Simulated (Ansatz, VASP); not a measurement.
# Two plane-wave programs on Re

Contents of INCAR:

```
SYSTEM = Re
ALGO = Normal ; EDIFF = 1E-6
ENCUT = 520 ; GGA = RE
ISIF = 2 ; ISMEAR = -1
LASPH = .True. ; LCHARG = .False.
LREAL = .False. ; LWAVE = .False.
NBANDS = 10 ; NELM = 80
PREC = Accurate ; SIGMA = 0.1
```

KPOINTS

```
k-points
0
Gamma
  16 16 16
  0 0 0
```

File POSCAR:

```
Re
1.0
    0.0000000000      1.9361501954      1.9361501954
    1.9361501954      0.0000000000      1.9361501954
    1.9361501954      1.9361501954      0.0000000000
Re
1
Direct
    0.0000000000      0.0000000000      0.0000000000
```

Input for Ansatz:

```yaml
crystal:
  lattice:
    - [0.0, 1.9361501954, 1.9361501954]
    - [1.9361501954, 0.0, 1.9361501954]
    - [1.9361501954, 1.9361501954, 0.0]
  atoms:
    - { symbol: Re, position: [0.0, 0.0, 0.0] }
hamiltonian:
  xc: revpbe
  pseudopotentials:
    kind: paw
    azcp:
      Re: "pseudopotentials/Re.paw.azcp"
basis:
  ecutwfc: 420
  fft_grid_basis: typed
kpoints:
  mp_grid: { grid: [16, 16, 16], shift: [0, 0, 0] }
magnetization:
  spin_polarized: false
scf:
  occupations: { method: fermi_dirac, width: 0.1 }
  lower_state_search: "off"
output:
  stress: true
```

Alike in both runs: task single point; functional revPBE; k mesh 16 × 16 × 16; occupations fermi-dirac, width 0.1 eV; no spin polarisation.

|  | VASP | Ansatz |
| --- | --- | --- |
| version | VASP 6.6.1 | Ansatz 0.2.0 |
| potentials or method | VASP PAW PBE potentials, release 64 (Re), cutoff 520 eV | plane waves (420 eV) with PAW, scalar-relativistic |
| valence electrons in the cell | 7 | 15 |

Ansatz gave:

| Quantity | Value |
| --- | --- |
| pressure (GPa) | 15.7 |

Task: Which values does VASP return?

Result: Pressure (GPa): 15.3.

VASP's potentials were made for PBE, not for revPBE. VASP's potentials hold 7 valence electrons a cell and Ansatz's 15, so a difference there can come from the potentials and not from the codes.

Spin-orbit coupling is off throughout.
